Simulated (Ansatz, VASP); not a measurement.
Pt in VASP and in Ansatz

```
Pt
1.0
     2.65024    0.00000    0.00000
    -1.32512    2.48644    0.00000
     0.00000    0.00000    4.79213
Pt
2
Direct
  0.66667 0.33333 0.75000
  0.33333 0.66667 0.25000
```

Change from the starting cell: strain -0.0400 x Voigt [1, -1, 0, 0, 0, 0], atoms carried along.

Alike in both runs: task single point; functional LDA; k mesh 21 × 21 × 10; occupations gaussian, width 0.15 eV; no spin polarisation.

|  | VASP | Ansatz |
| --- | --- | --- |
| version | VASP 6.6.1 | Ansatz 0.2.0 |
| potentials or method | VASP PAW LDA potentials, release 64 (Pt), cutoff 520 eV | scalar-relativistic, plane waves, PAW |
| valence electrons in the cell | 20 | 36 |

```csv
,VASP,Ansatz,Ansatz less VASP
gap on the k mesh at the Fermi level (eV),none,none,-
pressure (GPa),-13.3,-13.9,-0.58
"traceless stress, the component that is largest in VASP (GPa)",10.44,10.28,-0.160
rms of the force components (eV/Å),0.002,0.005,+0.0033
```

LDA's correlation is that of Perdew and Zunger in VASP and of Perdew and Wang (1992) in Ansatz. Atom by atom the forces differ by 0.003 eV/Å (rms over components). A gap of «none» marks a metal or a gap that the smearing closes. VASP's potentials hold 20 valence electrons a cell and Ansatz's 36, so a difference there can come from the potentials and not from the codes.

Spin-orbit coupling is off throughout.
